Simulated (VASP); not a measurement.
# AlNi3 (Pm-3m) in VASP: a series of runs, part 2 of 2

VASP 6.6.1. Earlier steps stand in the parts before.

### Step 4. Single point, BLYP, collinear spin, ferromagnetic start

INCAR reads:

```
AGGAC = 1.0
AGGAX = 1.0
ALDAC = 0.0
ALDAX = 1.0
ALGO = Normal
EDIFF = 1E-6
ENCUT = 520
GGA = B5
ISIF = 2
ISMEAR = -1
ISPIN = 2
LASPH = T
LCHARG = F
LMAXMIX = 4
LORBIT = 11
LREAL = F
LWAVE = F
MAGMOM = 1 1 1 0
NBANDS = 28
NELM = 150
PREC = Accurate
SIGMA = 0.05
```

KPOINTS reads:

```
k-points
0
Gamma
  4 4 4
```

POSCAR reads:

```
AlNi3
1.0
    3.5230547267      0.0000000000      0.0000000000
    0.0000000000      3.5230547267      0.0000000000
    0.0000000000      0.0000000000      3.5230547267
Ni Al
3 1
Direct
    0.5000000000      0.5000000000      0.0000000000
    0.5000000000      0.0000000000      0.5000000000
    0.0000000000      0.5000000000      0.5000000000
    0.0000000000      0.0000000000      0.0000000000
```

Potentials or basis: VASP PAW PBE potentials, release 64 (Ni, Al).

The run is started by

```
$ cat potpaw_PBE.64/Ni/POTCAR potpaw_PBE.64/Al/POTCAR > POTCAR
$ mpirun -np 1 vasp_std > vasp.out
```

OUTCAR:

```text
EDIFF = 1E-6
   ENCUT = 520
   GGA = B5
   ISIF = 2
   ISMEAR = -1
   ISPIN = 2
   LASPH = T
   LORBIT = 11
   LREAL = F
   NELM = 150
   PREC = Accurate

 ion  position               nearest neighbor table
   1  0.500  0.500  0.000-   2 2.49   3 2.49   4 2.49   2 2.49   3 2.49   2 2.49   4 2.49   2 2.49
                             3 2.49   4 2.49   3 2.49   4 2.49
   2  0.500  0.000  0.500-   1 2.49   3 2.49   4 2.49   1 2.49   4 2.49   1 2.49   3 2.49   1 2.49
                             3 2.49   4 2.49   4 2.49   3 2.49
   3  0.000  0.500  0.500-   1 2.49   2 2.49   4 2.49   1 2.49   4 2.49   2 2.49   4 2.49   4 2.49
                             1 2.49   2 2.49   1 2.49   2 2.49
   4  0.000  0.000  0.000-   1 2.49   2 2.49   3 2.49   2 2.49   3 2.49   1 2.49   3 2.49   3 2.49
                             1 2.49   2 2.49   2 2.49   1 2.49

  LATTYP: Found a simple cubic cell.
 ALAT       =     3.5230547267
[... 817 lines left out ...]

------------------------ aborting loop because EDIFF is reached ----------------------------------------

  FORCE on cell =-STRESS in cart. coord.  units (eV):
  Direction    XX          YY          ZZ          XY          YZ          ZX
  --------------------------------------------------------------------------------------
  -------------------------------------------------------------------------------------
  Total        3.9254407      3.9254407      3.9254407      0.0000000     -0.0000000      0.0000000
  in kB      143.8271354    143.8271354    143.8271354      0.0000000     -0.0000000      0.0000000
  external PRESSURE =     143.8271354 kB  Pullay stress =       0.0000000 kB

 VOLUME and BASIS-vectors are now :
 -----------------------------------------------------------------------------
  energy-cutoff  :      520.00
  volume of cell :       43.73
      direct lattice vectors                 reciprocal lattice vectors
     3.523054727  0.000000000  0.000000000     0.283844583  0.000000000  0.000000000
     0.000000000  3.523054727  0.000000000     0.000000000  0.283844583  0.000000000
     0.000000000  0.000000000  3.523054727     0.000000000  0.000000000  0.283844583

 POSITION                                       TOTAL-FORCE (eV/Angst)
 -----------------------------------------------------------------------------------
      1.76153      1.76153      0.00000         0.000000      0.000000      0.000000
      1.76153      0.00000      1.76153         0.000000      0.000000      0.000000
      0.00000      1.76153      1.76153         0.000000      0.000000      0.000000
      0.00000      0.00000      0.00000         0.000000      0.000000      0.000000
 -----------------------------------------------------------------------------------
    total drift:                                0.000000      0.000000      0.000000

  FREE ENERGIE OF THE ION-ELECTRON SYSTEM (eV)
  ---------------------------------------------------
  free  energy   TOTEN  =       -18.1864607449 eV

  energy  without entropy=      -18.1549451431  energy(sigma->0) =      -18.17070294

 total charge

# of ion       s       p       d       tot
------------------------------------------
    1        0.510   0.530   8.458   9.498
    2        0.510   0.530   8.458   9.498
    3        0.510   0.530   8.458   9.498
    4        0.405   0.404   0.000   0.809
--------------------------------------------------
tot          1.936   1.993  25.375  29.304

 magnetization (x)

# of ion       s       p       d       tot
------------------------------------------
    1        0.000   0.000  -0.001  -0.001
    2        0.000   0.000  -0.001  -0.001
    3        0.000   0.000  -0.001  -0.001
    4       -0.000   0.000   0.000   0.000
--------------------------------------------------
tot         -0.000   0.000  -0.003  -0.003
```

OSZICAR:

```text
N       E                     dE             d eps       ncg     rms          rms(c)
DAV:   1     0.206042850418E+03    0.20604E+03   -0.14267E+04  1136   0.155E+03
DAV:   2    -0.824404971380E+01   -0.21429E+03   -0.19782E+03  1124   0.295E+02
DAV:   3    -0.212488180523E+02   -0.13005E+02   -0.12229E+02  1236   0.923E+01
DAV:   4    -0.214856933261E+02   -0.23688E+00   -0.23653E+00  1328   0.117E+01
DAV:   5    -0.214949288890E+02   -0.92356E-02   -0.92342E-02  1396   0.205E+00    0.192E+01
DAV:   6    -0.222613926111E+02   -0.76646E+00   -0.27801E+01  1316   0.920E+01    0.188E+01
DAV:   7    -0.182450636380E+02    0.40163E+01   -0.10143E+01  1348   0.510E+01    0.247E+00
DAV:   8    -0.182054500534E+02    0.39614E-01   -0.16641E-01  1300   0.278E+00    0.146E+00
DAV:   9    -0.181877942200E+02    0.17656E-01   -0.14629E-02  1492   0.150E+00    0.419E-01
DAV:  10    -0.181866130243E+02    0.11812E-02   -0.13291E-03  1344   0.292E-01    0.148E-01
DAV:  11    -0.181864764853E+02    0.13654E-03   -0.22301E-04  1244   0.153E-01    0.709E-02
DAV:  12    -0.181864612056E+02    0.15280E-04   -0.45635E-05  1412   0.105E-01    0.305E-02
DAV:  13    -0.181864607449E+02    0.46067E-06   -0.43857E-06  1164   0.203E-02
   1 F= -.18186461E+02 E0= -.18170703E+02  d E =-.315156E-01  mag=    -0.0006
```

stdout:

```text
POSCAR found type information on POSCAR NiAl
 POSCAR found :  2 types and       4 ions
 scaLAPACK will be used
 -----------------------------------------------------------------------------
|                                                                             |
|                                                                             |
|     You enforced a specific xc type in the INCAR file but a different       |
|     I HOPE YOU KNOW WHAT YOU ARE DOING!                                     |
|                                                                             |
 -----------------------------------------------------------------------------

 LDA part: xc-table for (Slater(with rela. corr.)+VWN5), standard interpolation
 POSCAR, INCAR and KPOINTS ok, starting setup
 FFT: planning ... GRIDC
 FFT: planning ... GRID_SOFT
 FFT: planning ... GRID
 WAVECAR not read
 entering main loop
```

It took 60 s on 1 thread of AMD EPYC 7R13, shared host; peak memory 0.15 GiB.

What came out:

```yaml
Free_energy: -18.1865 eV
Pressure: 14.4 GPa
Net_moment: 0.00 μB per cell
Valence_electrons_inside_the_program's_atomic_spheres: Ni 9.50; Al 0.81
```

Caveat: the k points lie up to 0.45 Å⁻¹ apart; the PAW data sets were made with another functional, which shifts forces and pressure a little.

### Step 5. Single point, r2SCAN, collinear spin, ferromagnetic start

POSCAR is that of step 4.

INCAR.step1 reads:

```
SYSTEM = AlNi3
PREC = Accurate ; ENCUT = 520
ISMEAR = -1 ; SIGMA = 0.05
LREAL = .FALSE. ; LASPH = .TRUE.
NELM = 150 ; ISPIN = 2
MAGMOM = 1 1 1 0 ; LMAXMIX = 4
NBANDS = 28 ; GGA = PE
ALGO = Normal ; EDIFF = 1E-4
LWAVE = .TRUE. ; LCHARG = .FALSE.
```

INCAR.step2 reads:

```
SYSTEM = AlNi3
PREC = Accurate ; ENCUT = 520
EDIFF = 1E-7 ; ISMEAR = -1
SIGMA = 0.05 ; LREAL = .FALSE.
LASPH = .TRUE. ; NELM = 150
ALGO = Normal ; ISIF = 2
LWAVE = .FALSE. ; LCHARG = .FALSE.
ISPIN = 2 ; MAGMOM = 1 1 1 0
LORBIT = 11 ; LMAXMIX = 4
METAGGA = R2SCAN ; LMIXTAU = .TRUE.
NBANDS = 28 ; ISTART = 1
```

KPOINTS reads:

```
regular mesh
0
G
  4 4 4
  0 0 0
```

The run is started by

```
$ cat potpaw_PBE.64/Ni/POTCAR potpaw_PBE.64/Al/POTCAR > POTCAR
$ cp INCAR.step1 INCAR
$ mpirun -np 1 vasp_std > vasp.out
$ cp INCAR.step2 INCAR
$ mpirun -np 1 vasp_std > vasp.out
```

Wall time 3.3 min (1 thread of AMD EPYC 7R13, shared host); peak memory 0.16 GiB.

Results (log left out):

| Item | Value |
| --- | --- |
| Free energy | -44.3239 eV |
| Pressure | -0.2 GPa |
| Net moment | 0.00 μB per cell |
| Valence electrons inside the program's atomic spheres | Ni 9.49; Al 0.83 |

Levels at points of the mesh, in eV from the Fermi level:
Spin up:
| k point | band 14 | band 15 | band 16 | band 17 | band 18 | band 19 |
| --- | --- | --- | --- | --- | --- | --- |
| (0.00, 0.00, 0.00) | 0.18 | 0.18 | 0.18 | 0.86 | 0.86 | 0.86 |
| (0.50, 0.00, 0.00) | -1.14 | -1.02 | -0.51 | 0.18 | 5.92 | 5.92 |
| (0.50, 0.50, 0.00) | -1.28 | -0.97 | -0.79 | -0.59 | 1.05 | 1.05 |
| (0.50, 0.50, 0.50) | -1.08 | -1.08 | -0.27 | -0.06 | -0.06 | -0.06 |
Spin down:
```csv
k point,band 13,band 14,band 15,band 16,band 17,band 18,band 19,band 20
"(0.00, 0.00, 0.00)",-0.15,0.18,0.18,0.18,0.86,0.86,0.86,6.98
"(0.50, 0.00, 0.00)",-1.13,-1.13,-1.02,-0.51,0.18,5.92,5.92,5.92
"(0.50, 0.50, 0.00)",-1.36,-1.28,-0.97,-0.79,-0.59,1.05,1.05,8.65
"(0.50, 0.50, 0.50)",-1.39,-1.08,-1.08,-0.27,-0.06,-0.06,-0.06,3.91
```

Caveat: the k points lie up to 0.45 Å⁻¹ apart; the PAW data sets were made with another functional, which shifts forces and pressure a little.

### Step 6. Single point, PBE, collinear spin, ferromagnetic start

INCAR reads:

```
SYSTEM = AlNi3
PREC = Accurate ; ENCUT = 520
EDIFF = 1E-7 ; ISMEAR = 0
SIGMA = 0.02 ; LREAL = .False.
LASPH = .True. ; NELM = 150
ALGO = Normal ; ISIF = 2
LWAVE = .False. ; LCHARG = .True.
ISPIN = 2 ; MAGMOM = 1 1 1 0
LORBIT = 11 ; LMAXMIX = 4
GGA = PE ; LELF = .True.
LVHAR = .True. ; NBANDS = 28
```

KPOINTS reads:

```
Automatic mesh
0
Gamma
  8 8 8
  0 0 0
```

POSCAR is that of step 5.

Potentials or basis: VASP PAW PBE potentials, release 64 (Ni, Al).

The run is started by

```
$ cat potpaw_PBE.64/Ni/POTCAR potpaw_PBE.64/Al/POTCAR > POTCAR
$ mpirun -np 1 vasp_std > vasp.out
```

Run time: 2.5 min. Hardware: 1 thread of Intel Xeon 8259CL, shared host; peak memory 0.21 GiB.

The run converged. Its results:

| Property | Result |
| --- | --- |
| Free energy | -21.8570 eV |
| Pressure | 7.4 GPa |
| Net moment | 0.76 μB per cell |
| Site moments | Ni +0.27; Al -0.01 μB |
| Valence electrons inside the program's atomic spheres | Ni 9.45; Al 0.82 |

Levels at points of the mesh, in eV from the Fermi level:
Spin up:
```
           k point  band 14  band 15  band 16  band 17  band 18  band 19  band 20  band 21
(0.00, 0.00, 0.00)    -0.09    -0.09    -0.09     0.89     0.89     0.89     6.72     6.72
(0.50, 0.00, 0.00)    -1.21    -1.09    -0.52    -0.09     5.65     5.65     5.69     5.69
(0.50, 0.50, 0.00)    -1.23    -1.03    -1.00    -0.60     0.87     0.87     8.32     8.32
(0.50, 0.50, 0.50)    -1.11    -1.11    -0.27    -0.27    -0.27    -0.21     3.57     4.16
```
Spin down:
| k point | band 12 | band 13 | band 14 | band 15 | band 16 | band 17 | band 18 | band 19 | band 20 | band 21 |
| --- | --- | --- | --- | --- | --- | --- | --- | --- | --- | --- |
| (0.00, 0.00, 0.00) | -0.40 | 0.02 | 0.38 | 0.38 | 0.38 | 0.85 | 0.85 | 0.85 | 6.82 | 6.82 |
| (0.50, 0.00, 0.00) | -1.06 | -0.95 | -0.95 | -0.84 | -0.33 | 0.38 | 5.71 | 5.71 | 5.74 | 5.74 |
| (0.50, 0.50, 0.00) | -1.17 | -1.17 | -1.12 | -0.80 | -0.59 | -0.46 | 1.18 | 1.18 | 8.36 | 8.36 |
| (0.50, 0.50, 0.50) | -1.19 | -1.19 | -0.91 | -0.91 | -0.23 | 0.13 | 0.13 | 0.13 | 3.67 | 4.38 |

### Step 7. Overview

| level | k mesh | smearing | gap on the mesh (eV) | pressure (GPa) | moment (μB) |
| --- | --- | --- | --- | --- | --- |
| RPBE | 4 × 4 × 4 | fermi-dirac 0.05 eV | none | 11.6 | 0.00 |
| revPBE | 4 × 4 × 4 | fermi-dirac 0.05 eV | none | 10.3 | 0.00 |
| BLYP | 4 × 4 × 4 | fermi-dirac 0.05 eV | none | 14.4 | 0.00 |
| r2SCAN | 4 × 4 × 4 | fermi-dirac 0.05 eV | none | -0.2 | 0.00 |
| PBE | 8 × 8 × 8 | gaussian 0.02 eV | none | 7.4 | 0.76 |

Alike in all rows: task single point; potentials or basis VASP PAW PBE potentials, release 64 (Ni, Al); spin collinear, ferromagnetic start; cell as given; cutoff (eV) 520.

Caveats: some runs use coarse meshes; the PAW data sets were made with another functional, which shifts forces and pressure a little (some runs).

Total energies depend on the potentials used, so only differences within one code and one set of settings carry meaning.
